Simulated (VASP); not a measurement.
Set up this calculation in VASP 6.6.1, as the native input.

```
Task                   : single point
Functional             : PBE
Potentials or basis    : VASP PAW PBE potentials, release 64 (Pt)
Cutoff                 : 520 eV
k mesh                 : 18 × 18 × 18
Occupations            : fermi-dirac, width 0.05 eV
Spin                   : no spin polarisation
Dipole correction      : no
Further INCAR settings : ALGO = Normal; EDIFF = 1e-07; NBANDS = 11
```

The structure of Pt lies in POSCAR:

```
Pt
1.0
   -1.4713963998      1.4713963998      1.4713963998
    1.4713963998     -1.4713963998      1.4713963998
    1.4713963998      1.4713963998     -1.4713963998
Pt
1
Direct
    0.0000000000      0.0000000000      0.0000000000
```

This isn't the form of Pt at room conditions, which is fcc.

One way to write it, as run:

INCAR

```
  PREC = Accurate
  ENCUT = 520
  EDIFF = 1E-7
  ISMEAR = -1
  SIGMA = 0.05
  LREAL = False
  LASPH = True
  NELM = 60
  ALGO = Normal
  ISIF = 2
  LWAVE = False
  LCHARG = False
  GGA = PE
  NBANDS = 11
```

KPOINTS

```
Automatic mesh
0
Gamma
  18 18 18
```

Potentials or basis: VASP PAW PBE potentials, release 64 (Pt).

Launch:

```console
$ cat potpaw_PBE.64/Pt/POTCAR > POTCAR
$ mpirun -np 1 vasp_std > vasp.out
```

Results of the run:

```yaml
Pressure: 91.6 GPa
Band_gap_on_the_k_mesh: zero (bands 5 and 6 overlap by 3.15 eV)
```

Caveat: the cell stands under pressure; spin-orbit coupling is left out, which moves the levels of the heavy elements.

Wall time 30 s on 1 thread of Intel Xeon 8259CL (shared host), peak memory 0.15 GiB.
